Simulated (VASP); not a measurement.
Here is a VASP 6.6.1 calculation.

INCAR

```
SYSTEM = KBr
PREC = Accurate
ENCUT = 500
EDIFF = 1E-6
ISMEAR = 0
SIGMA = 0.01
LREAL = .FALSE.
LASPH = .TRUE.
NELM = 120
ALGO = Normal
ISIF = 2
LWAVE = .FALSE.
LCHARG = .FALSE.
NBANDS = 15
GGA_COMPAT = .FALSE.
```

Contents of KPOINTS:

```
regular mesh
0
G
  6 6 6
  0 0 0
```

POSCAR

```
KBr
1.0
    0.0000000000      3.3000000000      3.3000000000
    3.3000000000      0.0000000000      3.3000000000
    3.3000000000      3.3000000000      0.0000000000
Br K
1 1
Direct
    0.5000000000      0.5000000000      0.5000000000
    0.0000000000      0.0000000000      0.0000000000
```

Potentials or basis: VASP PAW LDA potentials, release 64 (Br, K_sv).

The run is started by

```bash
$ cat potpaw_LDA.64/Br/POTCAR potpaw_LDA.64/K_sv/POTCAR > POTCAR
$ mpirun -np 1 vasp_std > vasp.out
```

Task: Estimate the band gap on the k mesh.

Result: 4.04 eV.

Task: Predict the pressure.

Result: -1.6 GPa.
